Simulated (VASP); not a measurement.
Runs of VASP 6.6.1 on TiSi. The structure is that of space group Pnma (No. 62), or close to it. The cells are those of the table. 

```tsv
cell	gap on the mesh (eV)	pressure (GPa)	largest force (eV/Å)
a = 6.452, b = 3.622, c = 4.716 Å, 8 atoms	none	(c)	0.46
a = 6.452, b = 3.622, c = 5.336 Å, 8 atoms	none	(b)	0.36
a = 6.452, b = 3.622, c = 4.840 Å, 8 atoms	none	4.6	0.20
a = 6.452, b = 3.622, c = 5.460 Å, 8 atoms	none	-10.9	0.42
a = 6.452, b = 3.622, c = 5.398 Å, 8 atoms	none	-10.0	(a)
```

Alike in all rows: task single point; level PBEsol; potentials or basis VASP PAW PBE potentials, release 64 (Ti_sv, Si); no spin polarisation; k mesh 6 × 12 × 8; cutoff (eV) 520; smearing gaussian 0.15 eV.

Problem. Estimate the missing entries.

Solution. (a) 0.39; (b) -9.0; (c) 10.1.

Caveats: the PAW data sets were made with another functional, which shifts forces and pressure a little.

A gap of «none» marks levels without a gap at the run's occupations.
